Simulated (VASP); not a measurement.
# FeSb (P6_3/mmc) in VASP: single point with LDA

Aim: the single point of FeSb with LDA.

Program: VASP 6.6.1. These are calculated values, not measurements. Logs are shortened: lines on timing, memory, paths and dates and some standing lists are left out, and cuts for length are marked.

### 1 The cell of the first run

Symmetry: P6_3/mmc, No. 194, hexagonal system. Conventional cell: a = 4.060 Å, b = 4.060 Å, c = 5.130 Å, α = 90.00°, β = 90.00°, γ = 120.00°. Fe (site symmetry -3m) has 2 Fe at 2.56 Å and 6 Sb at 2.67 Å within 3.4 Å. Sb (site symmetry -6m2) has 6 Fe at 2.67 Å and 6 Sb at 3.47 Å within 3.5 Å.

### 2 Single point, LDA, collinear spin, ferromagnetic start

File INCAR:

```
PREC     = Accurate       # precision mode
ENCUT    = 520            # plane-wave cutoff, eV
EDIFF    = 1E-6           # SCF threshold, eV
ISMEAR   = -1             # smearing method
SIGMA    = 0.1            # smearing width, eV
LREAL    = False          # projectors in reciprocal space
LASPH    = True           # aspherical terms in the spheres
NELM     = 150            # most SCF steps
ALGO     = Normal         # electronic algorithm
ISIF     = 2              # what is computed and relaxed
LWAVE    = False          # write WAVECAR
LCHARG   = False          # write CHGCAR
ISPIN    = 2              # spin polarisation
MAGMOM   = 1.915 1.915 0 0 # initial moments
LORBIT   = 11             # projections on sites
NUPDOWN  = 3.83           # fixed moment
LMAXMIX  = 4              # l up to which the mixer works
GGA      = CA             # functional
NBANDS   = 25             # bands
```

File KPOINTS:

```
regular mesh
0
Gamma
  8 8 6
```

File POSCAR:

```
FeSb
1.0
    4.0600000000      0.0000000000      0.0000000000
   -2.0300000000      3.5160631394      0.0000000000
    0.0000000000      0.0000000000      5.1300000000
Fe Sb
2 2
Direct
    0.0000000000      0.0000000000      0.0000000000
    0.0000000000      0.0000000000      0.5000000000
    0.3333333333      0.6666666667      0.2500000000
    0.6666666667      0.3333333333      0.7500000000
```

Potentials or basis: VASP PAW LDA potentials, release 64 (Fe, Sb).

Started as:

```console
> cat potpaw_LDA.64/Fe/POTCAR potpaw_LDA.64/Sb/POTCAR > POTCAR
> mpirun -np 1 vasp_std > vasp.out
```

OUTCAR:

```text
PREC = Accurate
   ENCUT = 520
   EDIFF = 1E-6
   ISMEAR = -1
   LREAL = False
   LASPH = True
   NELM = 150
   ISIF = 2
   ISPIN = 2
   LORBIT = 11
   NUPDOWN = 3.83
   GGA = CA

 ion  position               nearest neighbor table
   1  0.000  0.000  0.000-   2 2.56   2 2.56   4 2.67   3 2.67   4 2.67   3 2.67   4 2.67   3 2.67

   2  0.000  0.000  0.500-   1 2.56   1 2.56   4 2.67   3 2.67   4 2.67   3 2.67   4 2.67   3 2.67

   3  0.333  0.667  0.250-   1 2.67   2 2.67   1 2.67   2 2.67   1 2.67   2 2.67   4 3.47   4 3.47
                             4 3.47   4 3.47   4 3.47   4 3.47
   4  0.667  0.333  0.750-   1 2.67   2 2.67   1 2.67   2 2.67   1 2.67   2 2.67   3 3.47   3 3.47
                             3 3.47   3 3.47   3 3.47   3 3.47

  LATTYP: Found a hexagonal cell.
 ALAT       =     4.0600000000
 C/A-ratio  =     1.2635467980

  Lattice vectors:

 A1 = (   4.0600000000,   0.0000000000,   0.0000000000)
 A2 = (  -2.0300000000,   3.5160631394,   0.0000000000)
 A3 = (   0.0000000000,   0.0000000000,   5.1300000000)

Analysis of symmetry for initial positions (statically):
=====================================================================
 Subroutine PRICEL returns:
 Original cell was already a primitive cell.

 Routine SETGRP: Setting up the symmetry group for a
 hexagonal supercell.

 Subroutine GETGRP returns: Found 24 space group operations
 (whereof 12 operations were pure point group operations)
 out of a pool of 24 trial point group operations.

The static configuration has the point symmetry D_3d.
 The point group associated with its full space group is D_6h.

Analysis of symmetry for dynamics (positions and initial velocities):
=====================================================================
 Subroutine PRICEL returns:
 Original cell was already a primitive cell.

 Routine SETGRP: Setting up the symmetry group for a
 hexagonal supercell.

 Subroutine GETGRP returns: Found 24 space group operations
 (whereof 12 operations were pure point group operations)
 out of a pool of 24 trial point group operations.

The dynamic configuration has the point symmetry D_3d.
 The point group associated with its full space group is D_6h.

Analysis of structural, dynamic, and magnetic symmetry:
=====================================================================
 Subroutine PRICEL returns:
 Original cell was already a primitive cell.

 Routine SETGRP: Setting up the symmetry group for a
 hexagonal supercell.

 Subroutine GETGRP returns: Found 24 space group operations
 (whereof 12 operations were pure point group operations)
 out of a pool of 24 trial point group operations.

The overall configuration has the point symmetry D_3d.
 The point group associated with its full space group is D_6h.

 Subroutine INISYM returns: Found 24 space group operations
 (whereof 12 operations are pure point group operations),
 and found     1 'primitive' translations

----------------------------------------------------------------------------------------

                                     Primitive cell

  volume of cell :      73.2319

  direct lattice vectors                    reciprocal lattice vectors
     4.060000000  0.000000000  0.000000000     0.246305419  0.142204500  0.000000000
    -2.030000000  3.516063139  0.000000000     0.000000000  0.284409000  0.000000000
     0.000000000  0.000000000  5.130000000     0.000000000  0.000000000  0.194931774

  length of vectors
     4.060000000  4.060000000  5.130000000     0.284409000  0.284409000  0.194931774

  position of ions in fractional coordinates (direct lattice)
     0.000000000  0.000000000  0.000000000
     0.000000000  0.000000000  0.500000000
     0.333333333  0.666666667  0.250000000
     0.666666667  0.333333333  0.750000000

  ion indices of the primitive-cell ions
   primitive index   ion index
                 1           1
                 2           2
                 3           3
                 4           4

----------------------------------------------------------------------------------------

 KPOINTS: regular mesh

Automatic generation of k-mesh.
 Grid dimensions read from file:
 generate k-points for:    8    8    6

 Generating k-lattice:

  Cartesian coordinates                     Fractional coordinates (reciprocal lattice)
     0.030788177  0.017775562  0.000000000     0.125000000  0.000000000  0.000000000
     0.000000000  0.035551125  0.000000000     0.000000000  0.125000000  0.000000000
     0.000000000  0.000000000  0.032488629     0.000000000  0.000000000  0.166666667

  Length of vectors
     0.035551125  0.035551125  0.032488629

  Shift w.r.t. Gamma in fractional coordinates (k-lattice)
     0.000000000  0.000000000  0.000000000

 Subroutine IBZKPT returns following result:
 ===========================================

 Found     40 irreducible k-points:

 Following reciprocal coordinates:
            Coordinates               Weight
  0.000000  0.000000  0.000000      1.000000
  0.125000  0.000000  0.000000      6.000000
  0.250000  0.000000  0.000000      6.000000
  0.375000  0.000000  0.000000      6.000000
  0.500000  0.000000  0.000000      3.000000
  0.125000  0.125000  0.000000      6.000000
[... 16 lines left out ...]
  0.250000  0.000000  0.333333     12.000000
  0.375000  0.000000  0.333333     12.000000
 [... further k-points ...]
   k-points           NKPTS =     40   k-points in BZ     NKDIM =     40   number of bands    NBANDS=     25
   number of dos      NEDOS =    301   number of ions     NIONS =      4
   total plane-waves  NPLWV =  36000
   dimension x,y,z NGX =    30 NGY =   30 NGZ =   40
   dimension x,y,z NGXF=    60 NGYF=   60 NGZF=   80
   ions per type =               2   2
   NGX,Y,Z   is equivalent  to a cutoff of  12.28, 12.28, 12.96 a.u.
   NGXF,Y,Z  is equivalent  to a cutoff of  24.57, 24.57, 25.93 a.u.
 SYSTEM =  unknown system
   PREC   = accura    normal or accurate (medium, high low for compatibility)
   ISTART =      0    job   : 0-new  1-cont  2-samecut
   ICHARG =      2    charge: 1-file 2-atom 10-const
   ISPIN  =      2    spin polarized calculation?
   LNONCOLLINEAR =      F non collinear calculations
   LSORBIT =      F    spin-orbit coupling
   LASPH  =      T    aspherical Exc in radial PAW
   ENCUT  =  520.0 eV  38.22 Ry    6.18 a.u.   7.55  7.55  9.54*2*pi/ulx,y,z
   NELM   =    150;   NELMIN=  2; NELMDL= -5     # of ELM steps
   EDIFF  = 0.1E-05   stopping-criterion for ELM
   LREAL  =      F    real-space projection
   EDIFFG = 0.1E-04   stopping-criterion for IOM
   NSW    =      0    number of steps for IOM
   IBRION =     -1    ionic relax: 0-MD 1-quasi-New 2-CG
   NFREE  =      0    steps in history (QN), initial steepest desc. (CG)
   ISIF   =      2    stress and relaxation
   ISYM   =      2    0-nonsym 1-usesym 2-fastsym
   POTIM  = 0.5000    time-step for ionic-motion
   TEBEG  =    0.0;   TEEND  =   0.0 temperature during run
   PSTRESS=    0.0 pullay stress
   NELECT =      26.0000    total number of electrons
   NUPDOWN=       3.8300    fix difference up-down
   EMIN   =  10.00;   EMAX   =-10.00  energy-range for DOS
   EFERMI =   0.00;   METHOD = LEGACY
   ISMEAR =    -1;   SIGMA  =   0.10  broadening in eV -4-tet -1-fermi 0-gaus
   EFERMI_NEDOS =   21; number of points for ismear=-14 and -15
   IALGO  =     38    algorithm
   IMIX   =      4    mixing-type and parameters
     AMIX     =   0.40;   BMIX     =  1.00
     AMIX_MAG =   1.60;   BMIX_MAG =  1.00
  volume/ion in A,a.u.               =      18.31       123.55
  Fermi-wavevector in a.u.,A,eV,Ry     =   1.159220  2.190608 18.283392  1.343791
  Thomas-Fermi vector in A             =   2.295815
   LORBIT       =     11    0 simple, 1 ext, 2 COOP (PROOUT), +10 PAW based schemes
   GGA     = CA    functional components
   LHFCALC =     F    Hartree Fock is set to
   AEXX    =    0.0000 exact exchange contribution
   IVDW    =     0    specifies the selected vdW correction
   LEPSILON=     F    determine dielectric tensor
   LRPA    =     F    only Hartree local field effects (RPA)
 spin polarized calculation
  energy-cutoff  :      520.00
  volume of cell :       73.23
 maximum number of plane-waves:      1995
   NGX = 15   NGY = 15   NGZ = 19

 number of electron      26.0000009 magnetization       3.8300003

 Free energy of the ion-electron system (eV)
  ---------------------------------------------------
  ext. energy  EPLUGINS =         0.00000000
  ---------------------------------------------------
  free energy    TOTEN  =       -28.08231369 eV

  energy without entropy =      -27.91932358  energy(sigma->0) =      -28.00081863

 E-fermi :   7.7912     XC(G=0): -11.4454

 val. band max:        8.1489557369   @ k =   0.3750   0.1250   0.0000
 cond. band min:       7.8113286406   @ k =   0.5000   0.0000   0.5000
 fundamental gap:     -0.3376270963
 Fermi energy:         8.1543764805

 spin component 1

 k-point     1 :       0.0000    0.0000    0.0000
  band No.  band energies     occupation
      1      -4.4155      1.00000
      2      -0.1196      1.00000
      3       2.2852      1.00000
      4       3.9898      1.00000
      5       3.9898      1.00000
      6       4.7379      1.00000
[... 661 lines left out ...]
     24      17.9319      0.00000
     25      18.4266      0.00000

 [... further k-points ...]

 spin component 2

 k-point     1 :       0.0000    0.0000    0.0000
  band No.  band energies     occupation
      1      -4.3521      1.00000
      2      -0.1061      1.00000
      3       2.5260      1.00000
      4       4.7824      1.00000
      5       4.7824      1.00000
      6       5.9535      1.00000
[... 661 lines left out ...]
     24      18.1510      0.00000
     25      18.6695      0.00000

 [... further k-points ...]

------------------------ aborting loop because EDIFF is reached ----------------------------------------

  FORCE on cell =-STRESS in cart. coord.  units (eV):
  Direction    XX          YY          ZZ          XY          YZ          ZX
  --------------------------------------------------------------------------------------
  -------------------------------------------------------------------------------------
  Total       -4.0102672     -4.0102672     -4.7458147      0.0000000      0.0000000      0.0000000
  in kB      -87.7372112    -87.7372112   -103.8296279      0.0000000      0.0000000      0.0000000
  external PRESSURE =     -93.1013501 kB  Pullay stress =       0.0000000 kB

 VOLUME and BASIS-vectors are now :
 -----------------------------------------------------------------------------
  energy-cutoff  :      520.00
  volume of cell :       73.23
      direct lattice vectors                 reciprocal lattice vectors
     4.060000000  0.000000000  0.000000000     0.246305419  0.142204500  0.000000000
    -2.030000000  3.516063139  0.000000000     0.000000000  0.284409000  0.000000000
     0.000000000  0.000000000  5.130000000     0.000000000  0.000000000  0.194931774

 POSITION                                       TOTAL-FORCE (eV/Angst)
 -----------------------------------------------------------------------------------
      0.00000      0.00000      0.00000        -0.000000      0.000000      0.000000
      0.00000      0.00000      2.56500        -0.000000      0.000000      0.000000
     -0.00000      2.34404      1.28250         0.000000     -0.000000     -0.000000
      2.03000      1.17202      3.84750        -0.000000      0.000000     -0.000000
 -----------------------------------------------------------------------------------
    total drift:                                0.000000      0.000000     -0.000000

  FREE ENERGIE OF THE ION-ELECTRON SYSTEM (eV)
  ---------------------------------------------------
  free  energy   TOTEN  =       -28.0823136921 eV

  energy  without entropy=      -27.9193235753  energy(sigma->0) =      -28.00081863

 total charge

# of ion       s       p       d       tot
------------------------------------------
    1        0.405   0.435   6.368   7.208
    2        0.405   0.435   6.368   7.208
    3        1.136   1.256   0.073   2.464
    4        1.136   1.256   0.073   2.464
--------------------------------------------------
tot          3.081   3.381  12.882  19.344

 magnetization (x)

# of ion       s       p       d       tot
------------------------------------------
    1        0.016   0.019   1.889   1.924
    2        0.016   0.019   1.889   1.924
    3        0.009  -0.047   0.001  -0.037
    4        0.009  -0.047   0.001  -0.037
--------------------------------------------------
tot          0.049  -0.055   3.779   3.774
```

Run time: 2.4 min. Hardware: 1 thread of Intel Xeon 6975P-C (Granite Rapids), shared host; peak memory 0.24 GiB.

What came out:

| Property | Result |
| --- | --- |
| Free energy | -28.0823 eV |
| Pressure | -9.3 GPa |
| Net moment | 3.83 μB per cell |
| Site moments | Fe +1.92; Sb -0.04 μB |
| Valence electrons inside the program's atomic spheres | Fe 7.21; Sb 2.46 |

Caveat: the cell stands under tension; spin-orbit coupling is left out, which moves the levels of the heavy elements; the total moment is fixed, so each spin has its own Fermi level and the state may be an excited one; the run started ferromagnetic, and an antiferromagnetic order may lie lower in energy.
